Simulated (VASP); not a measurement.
# AlNi (Cmmm) in VASP: single point with r2SCAN

Aim: the single point of AlNi with r2SCAN.

All numbers are computed with VASP 6.6.1; they aren't measurements. Logs are shortened: lines on timing, memory, paths and dates and some standing lists are left out, and cuts for length are marked.

## 1. The cell of the first run

It takes space group Cmmm (No. 65, orthorhombic). Conventional cell: a = 3.877 Å, b = 3.906 Å, c = 3.099 Å, α = 90.00°, β = 90.00°, γ = 90.00°. Al (site symmetry mmm) has 8 Ni at 2.48 to 2.49 Å and 6 Al at 2.75 to 3.10 Å within 3.3 Å. Ni (site symmetry mmm) has 8 Al at 2.48 to 2.49 Å and 6 Ni at 2.75 to 3.10 Å within 3.3 Å.

## 2. Single point, r2SCAN

POSCAR

```
AlNi
1.0
    1.9386940000     -1.9531901500      0.0000000000
    1.9386940000      1.9531901500      0.0000000000
    0.0000000000      0.0000000000      3.0994300413
Al Ni
1 1
Direct
    0.5000000000      0.5000000000      0.5000000000
    0.0000000000      0.0000000000      0.0000000000
```

INCAR.step1

```
SYSTEM = AlNi
  ALGO = Normal
  EDIFF = 1E-5
  ENCUT = 660
  GGA = PE
  GGA_COMPAT = .FALSE.
  ISMEAR = 0
  LASPH = .TRUE.
  LCHARG = .FALSE.
  LREAL = .FALSE.
  LWAVE = .TRUE.
  NBANDS = 14
  NELM = 120
  PREC = Accurate
  SIGMA = 0.1
```

INCAR.step2

```
SYSTEM = AlNi
  ALGO = Normal
  EDIFF = 1E-6
  ENCUT = 660
  GGA_COMPAT = .FALSE.
  ISIF = 2
  ISMEAR = 0
  ISTART = 1
  LASPH = .TRUE.
  LCHARG = .TRUE.
  LELF = .TRUE.
  LMIXTAU = .TRUE.
  LREAL = .FALSE.
  LVHAR = .TRUE.
  LWAVE = .FALSE.
  METAGGA = R2SCAN
  NBANDS = 14
  NELM = 120
  PREC = Accurate
  SIGMA = 0.1
```

KPOINTS

```
k-points
0
G
  16 16 14
  0 0 0
```

Potentials or basis: VASP PAW PBE potentials, release 64 (Al, Ni).

On the command line:

```sh
cat potpaw_PBE.64/Al/POTCAR potpaw_PBE.64/Ni/POTCAR > POTCAR
cp INCAR.step1 INCAR
mpirun -np 1 vasp_std > vasp.out
cp INCAR.step2 INCAR
mpirun -np 1 vasp_std > vasp.out
```

OUTCAR:

```text
SYSTEM = AlNi
   EDIFF = 1E-6
   ENCUT = 660
   ISIF = 2
   ISMEAR = 0
   ISTART = 1
   LASPH = .TRUE.
   LREAL = .FALSE.
   METAGGA = R2SCAN
   NELM = 120
   PREC = Accurate

 ion  position               nearest neighbor table
   1  0.500  0.500  0.500-   2 2.48   2 2.48   2 2.48   2 2.48   2 2.49   2 2.49   2 2.49   2 2.49

   2  0.000  0.000  0.000-   1 2.48   1 2.48   1 2.48   1 2.48   1 2.49   1 2.49   1 2.49   1 2.49

  LATTYP: Found a base centered orthorhombic cell.
 ALAT       =     3.8773880000
 B/A-ratio  =     1.0074772759
 C/A-ratio  =     0.7993603017

  Lattice vectors:

 A1 = (   1.9386940000,  -1.9531901500,   0.0000000000)
 A2 = (   1.9386940000,   1.9531901500,   0.0000000000)
 A3 = (   0.0000000000,   0.0000000000,   3.0994300413)

Analysis of symmetry for initial positions (statically):
=====================================================================
 Subroutine PRICEL returns:
 Original cell was already a primitive cell.

 Routine SETGRP: Setting up the symmetry group for a
 base centered orthorhombic supercell.

 Subroutine GETGRP returns: Found  8 space group operations
 (whereof  8 operations were pure point group operations)
 out of a pool of  8 trial point group operations.

The static configuration has the point symmetry D_2h.

Analysis of symmetry for dynamics (positions and initial velocities):
=====================================================================
 Subroutine PRICEL returns:
 Original cell was already a primitive cell.

 Routine SETGRP: Setting up the symmetry group for a
 base centered orthorhombic supercell.

 Subroutine GETGRP returns: Found  8 space group operations
 (whereof  8 operations were pure point group operations)
 out of a pool of  8 trial point group operations.

The dynamic configuration has the point symmetry D_2h.

 Subroutine INISYM returns: Found  8 space group operations
 (whereof  8 operations are pure point group operations),
 and found     1 'primitive' translations

----------------------------------------------------------------------------------------

                                     Primitive cell

  volume of cell :      23.4728

  direct lattice vectors                    reciprocal lattice vectors
     1.938694000 -1.953190150  0.000000000     0.257905580 -0.255991461  0.000000000
     1.938694000  1.953190150  0.000000000     0.257905580  0.255991461  0.000000000
     0.000000000  0.000000000  3.099430041     0.000000000  0.000000000  0.322639965

  length of vectors
     2.751996764  2.751996764  3.099430041     0.363382603  0.363382603  0.322639965

  position of ions in fractional coordinates (direct lattice)
[... 93 lines left out ...]
   EFERMI =   0.00;   METHOD = LEGACY
   ISMEAR =     0;   SIGMA  =   0.10  broadening in eV -4-tet -1-fermi 0-gaus
   EFERMI_NEDOS =   21; number of points for ismear=-14 and -15
   IALGO  =     38    algorithm
   IMIX   =      4    mixing-type and parameters
     AMIX     =   0.40;   BMIX     =  1.00
     AMIX_MAG =   1.60;   BMIX_MAG =  1.00
  volume/ion in A,a.u.               =      11.74        79.20
  Fermi-wavevector in a.u.,A,eV,Ry     =   1.344417  2.540580 24.591955  1.807458
  Thomas-Fermi vector in A             =   2.472413
   LORBIT       =      0    0 simple, 1 ext, 2 COOP (PROOUT), +10 PAW based schemes
   METAGGA = R2SCAN    functional components
   LHFCALC =     F    Hartree Fock is set to
   AEXX    =    0.0000 exact exchange contribution
   IVDW    =     0    specifies the selected vdW correction
   LEPSILON=     F    determine dielectric tensor
   LRPA    =     F    only Hartree local field effects (RPA)
 non-spin polarized calculation
 Gauss-broadening in eV      SIGMA  =   0.10
  energy-cutoff  :      660.00
  volume of cell :       23.47
 maximum number of plane-waves:       929
   NGX = 11   NGY = 11   NGZ = 13

 number of electron      13.0000001 magnetization

 Free energy of the ion-electron system (eV)
  ---------------------------------------------------
  ext. energy  EPLUGINS =         0.00000000
  ---------------------------------------------------
  free energy    TOTEN  =       -20.02309619 eV

  energy without entropy =      -20.01836877  energy(sigma->0) =      -20.02073248

 E-fermi :  10.1476     XC(G=0): -13.1125

 val. band max:       10.1436329277   @ k =   0.5000   0.4375   0.2857
 cond. band min:      10.1603507041   @ k =  -0.3125   0.1875   0.3571
 fundamental gap:      0.0167177764
 Fermi energy:        10.1476427976

 k-point     1 :       0.0000    0.0000    0.0000
  band No.  band energies     occupation
      1      -1.7348      2.00000
      2       6.5627      2.00000
      3       6.7641      2.00000
      4       8.4158      2.00000
      5       8.4354      2.00000
      6       8.6780      2.00000
      7      13.2874      0.00000
      8      17.5424      0.00000
      9      17.6737      0.00000
     10      17.7184      0.00000
     11      19.1128      0.00000
     12      26.0408      0.00000
     13      31.6182      0.00000
     14      31.6321      0.00000
[... 377 lines left out ...]
      1      -1.5704      2.00000
      2       6.6062      2.00000
      3       6.7810      2.00000
      4       8.3579      2.00000
      5       8.3850      2.00000
      6       8.6116      2.00000
      7      13.5408      0.00000
      8      16.2370      0.00000
      9      16.7538      0.00000
     10      18.1701      0.00000
     11      20.8167      0.00000
     12      26.7174      0.00000
     13      30.2739      0.00000
     14      30.6884      0.00000

 [... further k-points ...]

------------------------ aborting loop because EDIFF is reached ----------------------------------------

  FORCE on cell =-STRESS in cart. coord.  units (eV):
  Direction    XX          YY          ZZ          XY          YZ          ZX
  --------------------------------------------------------------------------------------
  -------------------------------------------------------------------------------------
  Total        0.5162308      0.2767392     -0.6557786      0.0000000      0.0000000      0.0000000
  in kB       35.2361825     18.8892919    -44.7612488      0.0000000      0.0000000      0.0000000
  external PRESSURE =       3.1214085 kB  Pullay stress =       0.0000000 kB

 VOLUME and BASIS-vectors are now :
 -----------------------------------------------------------------------------
  energy-cutoff  :      660.00
  volume of cell :       23.47
      direct lattice vectors                 reciprocal lattice vectors
     1.938694000 -1.953190150  0.000000000     0.257905580 -0.255991461  0.000000000
     1.938694000  1.953190150  0.000000000     0.257905580  0.255991461  0.000000000
     0.000000000  0.000000000  3.099430041     0.000000000  0.000000000  0.322639965

 POSITION                                       TOTAL-FORCE (eV/Angst)
 -----------------------------------------------------------------------------------
      1.93869      0.00000      1.54972        -0.000000      0.000000      0.000000
      0.00000      0.00000      0.00000         0.000000     -0.000000      0.000000
 -----------------------------------------------------------------------------------
    total drift:                                0.000000      0.000000      0.000000

  FREE ENERGIE OF THE ION-ELECTRON SYSTEM (eV)
  ---------------------------------------------------
  free  energy   TOTEN  =       -20.0230961892 eV

  energy  without entropy=      -20.0183687730  energy(sigma->0) =      -20.02073248
```

OUTCAR.step1:

```text
SYSTEM = AlNi
   EDIFF = 1E-5
   ENCUT = 660
   GGA = PE
   ISMEAR = 0
   LASPH = .TRUE.
   LREAL = .FALSE.
[... 631 lines left out ...]
      1.93869      0.00000      1.54972         0.000000     -0.000000      0.000000
      0.00000      0.00000      0.00000        -0.000000      0.000000      0.000000
 -----------------------------------------------------------------------------------
    total drift:                                0.000000      0.000000      0.000000

  FREE ENERGIE OF THE ION-ELECTRON SYSTEM (eV)
  ---------------------------------------------------
  free  energy   TOTEN  =       -10.4840846791 eV

  energy  without entropy=      -10.4790602951  energy(sigma->0) =      -10.48157249
```

It took 13 min on 1 thread of Oxide Virtual Turin-like, shared host; peak memory 0.35 GiB.

What came out:

| Item | Value |
| --- | --- |
| Free energy | -20.0231 eV |
| Pressure | 0.3 GPa |
| Band gap on the k mesh | zero (an odd number of electrons rules out a gap without spin polarisation) |

Stress tensor (GPa, compression positive):
```
 3.52  0.00  0.00
 0.00  1.89  0.00
 0.00  0.00 -4.48
```

Caveat: the stress differs along the axes, from -4 to 4 GPa; the PAW data sets were made with another functional, which shifts forces and pressure a little. Spin polarisation is off, so any magnetic state and its effect on volume and gap are missing.
